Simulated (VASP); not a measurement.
# Te (P4/nmm) in VASP: single point with LDA

Aim: the single point of Te with LDA.

Everything below comes from runs of VASP 6.6.1. Logs are shortened: lines on timing, memory, paths and dates and some standing lists are left out, and cuts for length are marked.

## Step 1: The cell of the first run

Symmetry: P4/nmm, No. 129, tetragonal system. Conventional cell: a = 4.049 Å, b = 4.049 Å, c = 5.963 Å, α = 90.00°, β = 90.00°, γ = 90.00°. Within 5.1 Å of Te (site symmetry 4mm) lie 12 Te at 3.85 to 4.44 Å.

## Step 2: Single point, LDA

The input, INCAR:

```
SYSTEM = Te
PREC = Accurate
ENCUT = 520
EDIFF = 1E-7
ISMEAR = -1
SIGMA = 0.15
LREAL = .FALSE.
LASPH = .TRUE.
NELM = 60
ALGO = Normal
ISIF = 2
LWAVE = .FALSE.
LCHARG = .FALSE.
NBANDS = 13
```

The input, KPOINTS:

```
regular mesh
0
G
  6 6 4
  0 0 0
```

The input, POSCAR:

```
Te
1.0
    4.0487300000      0.0000000000      0.0000000000
    0.0000000000      4.0487300000      0.0000000000
    0.0000000000      0.0000000000      5.9632900000
Te
2
Direct
    0.0000000000      0.0000000000      0.7211300000
    0.5000000000      0.5000000000      0.2898100000
```

Potentials or basis: VASP PAW LDA potentials, release 64 (Te).

Launch:

```console
cat potpaw_LDA.64/Te/POTCAR > POTCAR
mpirun -np 1 vasp_std > vasp.out
```

OUTCAR:

```text
SYSTEM = Te
   PREC = Accurate
   ENCUT = 520
   EDIFF = 1E-7
   ISMEAR = -1
   LREAL = .FALSE.
   LASPH = .TRUE.
   NELM = 60
   ISIF = 2

 ion  position               nearest neighbor table
   1  0.000  0.000  0.721-
   2  0.500  0.500  0.290-

  LATTYP: Found a simple tetragonal cell.
 ALAT       =     4.0487300000
 C/A-ratio  =     1.4728791498

  Lattice vectors:

 A1 = (   4.0487300000,   0.0000000000,   0.0000000000)
 A2 = (   0.0000000000,   4.0487300000,   0.0000000000)
 A3 = (   0.0000000000,   0.0000000000,   5.9632900000)

Analysis of symmetry for initial positions (statically):
=====================================================================
 Subroutine PRICEL returns:
 Original cell was already a primitive cell.

 Routine SETGRP: Setting up the symmetry group for a
 simple tetragonal supercell.

 Subroutine GETGRP returns: Found 16 space group operations
 (whereof  8 operations were pure point group operations)
 out of a pool of 16 trial point group operations.

The static configuration has the point symmetry C_4v.
 The point group associated with its full space group is D_4h.

Analysis of symmetry for dynamics (positions and initial velocities):
=====================================================================
 Subroutine PRICEL returns:
 Original cell was already a primitive cell.

 Routine SETGRP: Setting up the symmetry group for a
 simple tetragonal supercell.

 Subroutine GETGRP returns: Found 16 space group operations
 (whereof  8 operations were pure point group operations)
 out of a pool of 16 trial point group operations.

The dynamic configuration has the point symmetry C_4v.
 The point group associated with its full space group is D_4h.

 Subroutine INISYM returns: Found 16 space group operations
 (whereof  8 operations are pure point group operations),
 and found     1 'primitive' translations

----------------------------------------------------------------------------------------

                                     Primitive cell

  volume of cell :      97.7515

  direct lattice vectors                    reciprocal lattice vectors
     4.048730000  0.000000000  0.000000000     0.246991032  0.000000000  0.000000000
     0.000000000  4.048730000  0.000000000     0.000000000  0.246991032  0.000000000
     0.000000000  0.000000000  5.963290000     0.000000000  0.000000000  0.167692666

  length of vectors
     4.048730000  4.048730000  5.963290000     0.246991032  0.246991032  0.167692666

  position of ions in fractional coordinates (direct lattice)
     0.000000000  0.000000000  0.721130000
     0.500000000  0.500000000  0.289810000

  ion indices of the primitive-cell ions
   primitive index   ion index
                 1           1
                 2           2

----------------------------------------------------------------------------------------

 KPOINTS: regular mesh

Automatic generation of k-mesh.
 Grid dimensions read from file:
 generate k-points for:    6    6    4

 Generating k-lattice:

  Cartesian coordinates                     Fractional coordinates (reciprocal lattice)
     0.041165172  0.000000000  0.000000000     0.166666667  0.000000000  0.000000000
     0.000000000  0.041165172  0.000000000     0.000000000  0.166666667  0.000000000
     0.000000000  0.000000000  0.041923167     0.000000000  0.000000000  0.250000000

  Length of vectors
     0.041165172  0.041165172  0.041923167

  Shift w.r.t. Gamma in fractional coordinates (k-lattice)
     0.000000000  0.000000000  0.000000000

 Subroutine IBZKPT returns following result:
 ===========================================

 Found     30 irreducible k-points:

 Following reciprocal coordinates:
            Coordinates               Weight
  0.000000  0.000000  0.000000      1.000000
  0.166667  0.000000  0.000000      4.000000
  0.333333  0.000000  0.000000      4.000000
  0.500000  0.000000  0.000000      2.000000
  0.166667  0.166667  0.000000      4.000000
  0.333333  0.166667  0.000000      8.000000
[... 16 lines left out ...]
  0.333333  0.000000  0.500000      4.000000
  0.500000  0.000000  0.500000      2.000000
 [... further k-points ...]
   k-points           NKPTS =     30   k-points in BZ     NKDIM =     30   number of bands    NBANDS=     13
   number of dos      NEDOS =    301   number of ions     NIONS =      2
   total plane-waves  NPLWV =  43200
   dimension x,y,z NGX =    30 NGY =   30 NGZ =   48
   dimension x,y,z NGXF=    60 NGYF=   60 NGZF=   96
   ions per type =               2
   NGX,Y,Z   is equivalent  to a cutoff of  12.32, 12.32, 13.38 a.u.
   NGXF,Y,Z  is equivalent  to a cutoff of  24.64, 24.64, 26.76 a.u.
 SYSTEM =  Te
   PREC   = accura    normal or accurate (medium, high low for compatibility)
   ISTART =      0    job   : 0-new  1-cont  2-samecut
   ICHARG =      2    charge: 1-file 2-atom 10-const
   ISPIN  =      1    spin polarized calculation?
   LNONCOLLINEAR =      F non collinear calculations
   LSORBIT =      F    spin-orbit coupling
   LASPH  =      T    aspherical Exc in radial PAW
   ENCUT  =  520.0 eV  38.22 Ry    6.18 a.u.   7.53  7.53 11.09*2*pi/ulx,y,z
   NELM   =     60;   NELMIN=  2; NELMDL= -5     # of ELM steps
   EDIFF  = 0.1E-06   stopping-criterion for ELM
   LREAL  =      F    real-space projection
   EDIFFG = 0.1E-05   stopping-criterion for IOM
   NSW    =      0    number of steps for IOM
   IBRION =     -1    ionic relax: 0-MD 1-quasi-New 2-CG
   NFREE  =      0    steps in history (QN), initial steepest desc. (CG)
   ISIF   =      2    stress and relaxation
   ISYM   =      2    0-nonsym 1-usesym 2-fastsym
   POTIM  = 0.5000    time-step for ionic-motion
   TEBEG  =    0.0;   TEEND  =   0.0 temperature during run
   PSTRESS=    0.0 pullay stress
   NELECT =      12.0000    total number of electrons
   NUPDOWN=      -1.0000    fix difference up-down
   EMIN   =  10.00;   EMAX   =-10.00  energy-range for DOS
   EFERMI =   0.00;   METHOD = LEGACY
   ISMEAR =    -1;   SIGMA  =   0.15  broadening in eV -4-tet -1-fermi 0-gaus
   EFERMI_NEDOS =   21; number of points for ismear=-14 and -15
   IALGO  =     38    algorithm
   IMIX   =      4    mixing-type and parameters
     AMIX     =   0.40;   BMIX     =  1.00
     AMIX_MAG =   1.60;   BMIX_MAG =  1.00
  volume/ion in A,a.u.               =      48.88       329.83
  Fermi-wavevector in a.u.,A,eV,Ry     =   0.813631  1.537539  9.006990  0.661995
  Thomas-Fermi vector in A             =   1.923391
   LORBIT       =      0    0 simple, 1 ext, 2 COOP (PROOUT), +10 PAW based schemes
   GGA     = CA    functional components
   LHFCALC =     F    Hartree Fock is set to
   AEXX    =    0.0000 exact exchange contribution
   IVDW    =     0    specifies the selected vdW correction
   LEPSILON=     F    determine dielectric tensor
   LRPA    =     F    only Hartree local field effects (RPA)
 non-spin polarized calculation
  energy-cutoff  :      520.00
  volume of cell :       97.75
 maximum number of plane-waves:      2663
   NGX = 15   NGY = 15   NGZ = 23

 number of electron      12.0000001 magnetization

 Free energy of the ion-electron system (eV)
  ---------------------------------------------------
  ext. energy  EPLUGINS =         0.00000000
  ---------------------------------------------------
  free energy    TOTEN  =        -4.88996959 eV

  energy without entropy =       -4.57785930  energy(sigma->0) =       -4.73391444

 E-fermi :   1.7415     XC(G=0):  -8.0093

 val. band max:        1.7129093188   @ k =   0.5000   0.0000   0.2500
 cond. band min:       1.7687056678   @ k =   0.1667   0.0000   0.5000
 fundamental gap:      0.0557963489
 Fermi energy:         1.7414588230

 k-point     1 :       0.0000    0.0000    0.0000
  band No.  band energies     occupation
      1      -9.2564      2.00000
      2      -7.9976      2.00000
      3      -0.8039      2.00000
      4       1.3528      1.86053
      5       1.3528      1.86053
      6       2.6617      0.00432
      7       2.8964      0.00091
      8       2.8964      0.00091
      9       6.7042      0.00000
     10       7.1519      0.00000
     11       7.2714      0.00000
     12      10.3945      0.00000
     13      10.6858      0.00000

 k-point     2 :       0.1667    0.0000    0.0000
  band No.  band energies     occupation
      1      -9.1190      2.00000
      2      -7.9925      2.00000
      3      -0.6183      2.00000
      4       0.5751      1.99916
      5       1.4983      1.66986
      6       1.9780      0.34254
      7       2.5671      0.00811
      8       2.8718      0.00107
      9       7.0154      0.00000
     10       7.9500      0.00000
     11       8.3395      0.00000
     12       9.9490      0.00000
     13      10.7694      0.00000

 k-point     3 :       0.3333    0.0000    0.0000
  band No.  band energies     occupation
      1      -8.7576      2.00000
      2      -8.0595      2.00000
      3      -0.3582      2.00000
      4      -0.2127      2.00000
      5       0.7378      1.99752
      6       1.8862      0.55182
      7       1.9451      0.40928
      8       2.7256      0.00283
      9       7.5706      0.00000
     10       9.0483      0.00000
     11       9.5751      0.00000
     12       9.9121      0.00000
     13      10.6858      0.00000

 k-point     4 :       0.5000    0.0000    0.0000
  band No.  band energies     occupation
      1      -8.3329      2.00000
      2      -8.3329      2.00000
      3      -0.4951      2.00000
      4      -0.4951      2.00000
      5       1.0489      1.98043
      6       1.0489      1.98043
      7       2.3656      0.03071
      8       2.3656      0.03071
      9       8.5460      0.00000
     10       8.5460      0.00000
     11       9.8205      0.00000
     12       9.8205      0.00000
     13      11.1391      0.00000

 k-point     5 :       0.1667    0.1667    0.0000
  band No.  band energies     occupation
      1      -8.9864      2.00000
      2      -7.9780      2.00000
      3      -0.4400      2.00000
      4       0.5673      1.99920
      5       0.8699      1.99402
      6       1.6450      1.31081
      7       2.3911      0.02597
      8       2.5240      0.01079
      9       7.8568      0.00000
     10       8.4122      0.00000
     11       8.8911      0.00000
     12       9.1046      0.00000
     13      11.0708      0.00000
[... 257 lines left out ...]
 k-point    22 :       0.1667    0.0000    0.5000
  band No.  band energies     occupation
      1      -8.8917      2.00000
      2      -8.3040      2.00000
      3       0.1100      1.99996
      4       0.1842      1.99994
      5       1.7687      0.90943
      6       1.9210      0.46408
      7       2.1053      0.16245
      8       2.4822      0.01423
      9       8.0459      0.00000
     10       8.6467      0.00000
     11       8.9723      0.00000
     12       9.5563      0.00000
     13       9.5586      0.00000

 k-point    23 :       0.3333    0.0000    0.5000
  band No.  band energies     occupation
      1      -8.5971      2.00000
      2      -8.2273      2.00000
      3      -0.8898      2.00000
      4      -0.6408      2.00000
      5       2.0742      0.19618
      6       2.0760      0.19419
      7       2.2236      0.07727
      8       2.5182      0.01121
      9       7.7373      0.00000
     10       8.1856      0.00000
     11       9.1346      0.00000
     12       9.7549      0.00000
     13      10.5099      0.00000

 k-point    24 :       0.5000    0.0000    0.5000
  band No.  band energies     occupation
      1      -8.3118      2.00000
      2      -8.3118      2.00000
      3      -1.1891      2.00000
      4      -1.1891      2.00000
      5       2.2873      0.05121
      6       2.2873      0.05121
      7       2.3868      0.02672
      8       2.3868      0.02672
      9       7.5024      0.00000
     10       7.5024      0.00000
     11       9.8428      0.00000
     12       9.8428      0.00000
     13      10.2527      0.00000

 [... further k-points ...]

------------------------ aborting loop because EDIFF is reached ----------------------------------------

  FORCE on cell =-STRESS in cart. coord.  units (eV):
  Direction    XX          YY          ZZ          XY          YZ          ZX
  --------------------------------------------------------------------------------------
  -------------------------------------------------------------------------------------
  Total       -5.1237665     -5.1237665     -5.0444184      0.0000000      0.0000000     -0.0000000
  in kB      -83.9800933    -83.9800933    -82.6795540      0.0000000      0.0000000     -0.0000000
  external PRESSURE =     -83.5465802 kB  Pullay stress =       0.0000000 kB

 VOLUME and BASIS-vectors are now :
 -----------------------------------------------------------------------------
  energy-cutoff  :      520.00
  volume of cell :       97.75
      direct lattice vectors                 reciprocal lattice vectors
     4.048730000  0.000000000  0.000000000     0.246991032  0.000000000  0.000000000
     0.000000000  4.048730000  0.000000000     0.000000000  0.246991032  0.000000000
     0.000000000  0.000000000  5.963290000     0.000000000  0.000000000  0.167692666

 POSITION                                       TOTAL-FORCE (eV/Angst)
 -----------------------------------------------------------------------------------
      0.00000      0.00000      4.30031         0.000000      0.000000     -0.789102
      2.02436      2.02436      1.72822        -0.000000     -0.000000      0.789102
 -----------------------------------------------------------------------------------
    total drift:                               -0.000000      0.000000      0.000000

  FREE ENERGIE OF THE ION-ELECTRON SYSTEM (eV)
  ---------------------------------------------------
  free  energy   TOTEN  =        -4.8899695898 eV

  energy  without entropy=       -4.5778593000  energy(sigma->0) =       -4.73391444
```

Run time: 39 s. Hardware: 1 thread of AMD EPYC 7R43 (Zen 3), shared host; peak memory 0.14 GiB.

What came out:

```
Free energy            : -4.8900 eV
Pressure               : -8.4 GPa
Largest force          : 0.789 eV/Å
Band gap on the k mesh : zero (band 6 reaches 2.66 eV, above the bottom of band 7 at 1.01 eV)
```

Forces in eV/Å, atoms in the order of the input:
```
Te   0.000  0.000 -0.789
Te   0.000  0.000  0.789
```

Stress tensor (GPa, compression positive):
```
-8.40  0.00  0.00
 0.00 -8.40  0.00
 0.00  0.00 -8.27
```

Levels at points of the mesh, in eV from the Fermi level:
| k point | band 3 | band 4 | band 5 | band 6 | band 7 | band 8 | band 9 | band 10 |
| --- | --- | --- | --- | --- | --- | --- | --- | --- |
| (0.00, 0.00, 0.00) | -2.55 | -0.39 | -0.39 | 0.92 | 1.15 | 1.15 | 4.96 | 5.41 |
| (0.50, 0.00, 0.00) | -2.24 | -2.24 | -0.69 | -0.69 | 0.62 | 0.62 | 6.80 | 6.80 |
| (0.50, 0.50, 0.00) | -2.64 | -2.64 | -0.47 | -0.47 | -0.44 | -0.44 | 4.75 | 4.75 |
| (0.00, 0.00, 0.50) | -1.29 | -0.86 | -0.09 | -0.09 | 0.70 | 0.70 | 6.08 | 6.29 |
| (0.50, 0.00, 0.50) | -2.93 | -2.93 | 0.55 | 0.55 | 0.65 | 0.65 | 5.76 | 5.76 |
| (0.50, 0.50, 0.50) | -2.25 | -2.25 | -1.24 | -1.24 | -0.73 | -0.73 | 6.53 | 6.53 |

Caveat: spin-orbit coupling is left out, which moves the levels of the heavy elements.
